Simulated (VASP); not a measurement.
A run of VASP 6.6.1 is set up as follows.

The input INCAR:

```
SYSTEM = Na
PREC = Accurate
ENCUT = 520
EDIFF = 1E-6
ISMEAR = -1
SIGMA = 0.13605693000000002
LREAL = .FALSE.
LASPH = .TRUE.
NELM = 100
ALGO = Normal
ISIF = 2
LWAVE = .FALSE.
LCHARG = .TRUE.
GGA = PE
LELF = .TRUE.
LVHAR = .TRUE.
NBANDS = 10
```

Contents of KPOINTS:

```
Automatic mesh
0
G
  10 10 10
  0 0 0
```

POSCAR

```
Na
1.0
    3.4153001343      0.0000000000      0.0000000000
    0.0000000000      3.4153001343      0.0000000000
    0.0000000000      0.0000000000      3.4153001343
Na
1
Direct
    0.0000000000      0.0000000000      0.0000000000
```

Potentials or basis: VASP PAW PBE potentials, release 64 (Na_pv).

The run is started by

```console
$ cat potpaw_PBE.64/Na_pv/POTCAR > POTCAR
$ mpirun -np 1 vasp_std > vasp.out
```

**Question.** What does it give for the pressure?

**Answer.** 0.0 GPa.
